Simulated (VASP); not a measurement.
# As (P6_3/mmc) in VASP: notebook, part 2 of 2

VASP 6.6.1. Earlier steps stand in the parts before.

### Step 4. Single point, r2SCAN

This run uses another cell than the first one, of 21.15 Å³/atom, 0.910 times its volume.

Input file POSCAR:

```
As
1.0
    3.1169808247      0.0000000000      0.0000000000
   -1.5584904123      2.6993845773      0.0000000000
    0.0000000000      0.0000000000     10.0528783672
As
4
Direct
    0.0000000000      0.0000000000      0.0000000000
    0.0000000000      0.0000000000      0.5000000000
    0.3333333333      0.6666666667      0.7500000000
    0.6666666667      0.3333333333      0.2500000000
```

Input file INCAR.step1:

```
PREC = Accurate ; ENCUT = 520
ISMEAR = 0 ; SIGMA = 0.1
LREAL = F ; LASPH = T
NELM = 80 ; NBANDS = 18
GGA = PE ; ALGO = Normal
EDIFF = 1E-4 ; LWAVE = T
LCHARG = F
```

Input file INCAR.step2:

```
PREC = Accurate ; ENCUT = 520
EDIFF = 1E-7 ; ISMEAR = 0
SIGMA = 0.1 ; LREAL = F
LASPH = T ; NELM = 80
ALGO = Normal ; ISIF = 2
LWAVE = F ; LCHARG = F
METAGGA = R2SCAN ; LMIXTAU = T
NBANDS = 18 ; ISTART = 1
```

Input file KPOINTS:

```
Automatic mesh
0
Gamma
  6 6 2
```

Potentials or basis: VASP PAW PBE potentials, release 64 (As).

Launch:

```console
cat potpaw_PBE.64/As/POTCAR > POTCAR
cp INCAR.step1 INCAR
mpirun -np 1 vasp_std > vasp.out
cp INCAR.step2 INCAR
mpirun -np 1 vasp_std > vasp.out
```

OUTCAR:

```text
PREC = Accurate
   ENCUT = 520
   EDIFF = 1E-7
   ISMEAR = 0
   LREAL = F
   LASPH = T
   NELM = 80
   ISIF = 2
   METAGGA = R2SCAN
   ISTART = 1

 ion  position               nearest neighbor table
   1  0.000  0.000  0.000-
   2  0.000  0.000  0.500-
   3  0.333  0.667  0.750-
   4  0.667  0.333  0.250-

  LATTYP: Found a hexagonal cell.
 ALAT       =     3.1169808247
 C/A-ratio  =     3.2251973729

  Lattice vectors:

 A1 = (   3.1169808247,   0.0000000000,   0.0000000000)
 A2 = (  -1.5584904123,   2.6993845773,   0.0000000000)
 A3 = (   0.0000000000,   0.0000000000,  10.0528783672)

Analysis of symmetry for initial positions (statically):
=====================================================================
 Subroutine PRICEL returns:
 Original cell was already a primitive cell.

 Routine SETGRP: Setting up the symmetry group for a
 hexagonal supercell.

 Subroutine GETGRP returns: Found 24 space group operations
 (whereof 12 operations were pure point group operations)
 out of a pool of 24 trial point group operations.

The static configuration has the point symmetry D_3d.
 The point group associated with its full space group is D_6h.

Analysis of symmetry for dynamics (positions and initial velocities):
=====================================================================
 Subroutine PRICEL returns:
 Original cell was already a primitive cell.

 Routine SETGRP: Setting up the symmetry group for a
 hexagonal supercell.

 Subroutine GETGRP returns: Found 24 space group operations
 (whereof 12 operations were pure point group operations)
 out of a pool of 24 trial point group operations.

[... 107 lines left out ...]
   EMIN   =  10.00;   EMAX   =-10.00  energy-range for DOS
   EFERMI =   0.00;   METHOD = LEGACY
   ISMEAR =     0;   SIGMA  =   0.10  broadening in eV -4-tet -1-fermi 0-gaus
   EFERMI_NEDOS =   21; number of points for ismear=-14 and -15
   IALGO  =     38    algorithm
   IMIX   =      4    mixing-type and parameters
     AMIX     =   0.40;   BMIX     =  1.00
     AMIX_MAG =   1.60;   BMIX_MAG =  1.00
  volume/ion in A,a.u.               =      21.15       142.70
  Fermi-wavevector in a.u.,A,eV,Ry     =   1.012329  1.913025 13.943389  1.024810
  Thomas-Fermi vector in A             =   2.145432
   LORBIT       =      0    0 simple, 1 ext, 2 COOP (PROOUT), +10 PAW based schemes
   METAGGA = R2SCAN    functional components
   LHFCALC =     F    Hartree Fock is set to
   AEXX    =    0.0000 exact exchange contribution
   IVDW    =     0    specifies the selected vdW correction
   LEPSILON=     F    determine dielectric tensor
   LRPA    =     F    only Hartree local field effects (RPA)
 non-spin polarized calculation
 Gauss-broadening in eV      SIGMA  =   0.10
  energy-cutoff  :      520.00
  volume of cell :       84.58
 maximum number of plane-waves:      2292
 NGX is ok and might be reduce to    24
   NGX = 11   NGY = 11   NGZ = 37

 number of electron      20.0000002 magnetization

 Free energy of the ion-electron system (eV)
  ---------------------------------------------------
  ext. energy  EPLUGINS =         0.00000000
  ---------------------------------------------------
  free energy    TOTEN  =       -55.95498495 eV

  energy without entropy =      -55.94912685  energy(sigma->0) =      -55.95205590

 E-fermi :   5.0393     XC(G=0): -10.8577

 val. band max:        5.0308036000   @ k =   0.1667   0.1667   0.0000
 cond. band min:       5.4351349563   @ k =   0.1667   0.0000   0.0000
 fundamental gap:      0.4043313563
 Fermi energy:         5.0392537769

 k-point     1 :       0.0000    0.0000    0.0000
  band No.  band energies     occupation
      1      -9.7053      2.00000
      2      -8.3496      2.00000
      3      -8.2602      2.00000
      4      -5.5749      2.00000
      5      -1.0243      2.00000
      6       4.3734      2.00000
[... 271 lines left out ...]
      5       0.4996      2.00000
      6       0.4996      2.00000
[... 10 lines left out ...]
     17      12.0130      0.00000
     18      12.0130      0.00000

------------------------ aborting loop because EDIFF is reached ----------------------------------------

  FORCE on cell =-STRESS in cart. coord.  units (eV):
  Direction    XX          YY          ZZ          XY          YZ          ZX
  --------------------------------------------------------------------------------------
  -------------------------------------------------------------------------------------
  Total       -4.9379575     -4.9379575     -1.6817480     -0.0000000      0.0000000      0.0000000
  in kB      -93.5338064    -93.5338064    -31.8553346     -0.0000000      0.0000000      0.0000000
  external PRESSURE =     -72.9743158 kB  Pullay stress =       0.0000000 kB

 VOLUME and BASIS-vectors are now :
 -----------------------------------------------------------------------------
  energy-cutoff  :      520.00
  volume of cell :       84.58
      direct lattice vectors                 reciprocal lattice vectors
     3.116980825  0.000000000  0.000000000     0.320823276  0.185227405  0.000000000
    -1.558490412  2.699384577  0.000000000     0.000000000  0.370454810  0.000000000
     0.000000000  0.000000000 10.052878367     0.000000000  0.000000000  0.099473998

 POSITION                                       TOTAL-FORCE (eV/Angst)
 -----------------------------------------------------------------------------------
      0.00000      0.00000      0.00000         0.000000     -0.000000      0.000000
      0.00000      0.00000      5.02644        -0.000000     -0.000000      0.000000
     -0.00000      1.79959      7.53966        -0.000000     -0.000000      0.000000
      1.55849      0.89979      2.51322         0.000000      0.000000     -0.000000
 -----------------------------------------------------------------------------------
    total drift:                                0.000000     -0.000000      0.000000

  FREE ENERGIE OF THE ION-ELECTRON SYSTEM (eV)
  ---------------------------------------------------
  free  energy   TOTEN  =       -55.9549849488 eV

  energy  without entropy=      -55.9491268535  energy(sigma->0) =      -55.95205590
```

OUTCAR.step1:

```text
PREC = Accurate
   ENCUT = 520
   ISMEAR = 0
   LREAL = F
[... 513 lines left out ...]
      0.00000      0.00000      0.00000        -0.000000     -0.000000     -0.000000
      0.00000      0.00000      5.02644        -0.000000     -0.000000     -0.000000
     -0.00000      1.79959      7.53966        -0.000000      0.000000      0.000000
      1.55849      0.89979      2.51322         0.000000     -0.000000      0.000000
 -----------------------------------------------------------------------------------
    total drift:                                0.000000     -0.000000     -0.000000

  FREE ENERGIE OF THE ION-ELECTRON SYSTEM (eV)
  ---------------------------------------------------
  free  energy   TOTEN  =       -16.6742414756 eV

  energy  without entropy=      -16.6683950810  energy(sigma->0) =      -16.67131828
```

OSZICAR.step1:

```text
N       E                     dE             d eps       ncg     rms          rms(c)
DAV:   1     0.603802014614E+02    0.60380E+02   -0.81174E+03   504   0.941E+02
DAV:   2    -0.128040468420E+02   -0.73184E+02   -0.70293E+02   696   0.140E+02
DAV:   3    -0.166765131707E+02   -0.38725E+01   -0.38455E+01   586   0.316E+01
DAV:   4    -0.167015194219E+02   -0.25006E-01   -0.24996E-01   584   0.285E+00
DAV:   5    -0.167015856334E+02   -0.66212E-04   -0.66211E-04   546   0.169E-01    0.323E+00
DAV:   6    -0.166806697155E+02    0.20916E-01   -0.30010E-02   542   0.744E-01    0.189E+00
DAV:   7    -0.166740692497E+02    0.66005E-02   -0.31833E-02   528   0.842E-01    0.130E-01
DAV:   8    -0.166741887562E+02   -0.11951E-03   -0.55608E-04   556   0.130E-01    0.802E-02
DAV:   9    -0.166742414756E+02   -0.52719E-04   -0.14169E-04   294   0.688E-02
   1 F= -.16674241E+02 E0= -.16671318E+02  d E =-.584639E-02
```

It took 100 s on 1 thread of Intel Xeon Platinum 8375C at 2.90GHz (Ice Lake), shared host; peak memory 0.2 GiB.

Results:

| Quantity | Value |
| --- | --- |
| Free energy | -55.9550 eV |
| Pressure | -7.3 GPa |
| Band gap on the k mesh | zero (band 10 reaches 9.43 eV, above the bottom of band 11 at 2.55 eV) |

Stress tensor (GPa, compression positive):
```
-9.35  0.00  0.00
 0.00 -9.35  0.00
 0.00  0.00 -3.19
```

Levels at points of the mesh, in eV from the Fermi level:
| k point | band 7 | band 8 | band 9 | band 10 | band 11 | band 12 | band 13 | band 14 |
| --- | --- | --- | --- | --- | --- | --- | --- | --- |
| (0.00, 0.00, 0.00) | -0.62 | 3.68 | 3.68 | 4.39 | 4.39 | 4.41 | 4.41 | 5.31 |
| (0.50, 0.00, 0.00) | -3.99 | -3.52 | -1.65 | -0.80 | 0.56 | 1.79 | 1.89 | 2.08 |
| (0.00, 0.00, 0.50) | 3.31 | 3.31 | 3.88 | 3.88 | 3.88 | 3.88 | 5.01 | 5.01 |
| (0.50, 0.00, 0.50) | -4.59 | -4.59 | -0.12 | -0.12 | 0.89 | 0.89 | 1.52 | 1.52 |

Caveat: the k points lie up to 0.39 Å⁻¹ apart; the PAW data sets were made with another functional, which shifts forces and pressure a little.

### Step 5. Summary

```tsv
cell	k mesh	gap on the mesh (eV)	pressure (GPa)
a = 4.431, b = 4.431, c = 5.468 Å, angles 90.0, 90.0, 120.0°, 4 atoms	12 × 12 × 8	none	0.0
a = 2.957, b = 2.957, c = 10.044 Å, angles 90.0, 90.0, 120.0°, 4 atoms	6 × 6 × 2	none	-0.2
a = 3.117, b = 3.117, c = 10.053 Å, angles 90.0, 90.0, 120.0°, 4 atoms	6 × 6 × 2	none	-7.3
```

Alike in all rows: task single point; level r2SCAN; potentials or basis VASP PAW PBE potentials, release 64 (As); no spin polarisation; cutoff (eV) 520; smearing gaussian 0.1 eV.

Caveats: some runs use coarse meshes; the PAW data sets were made with another functional, which shifts forces and pressure a little.

Total energies depend on the potentials used, so only differences within one code and one set of settings carry meaning.
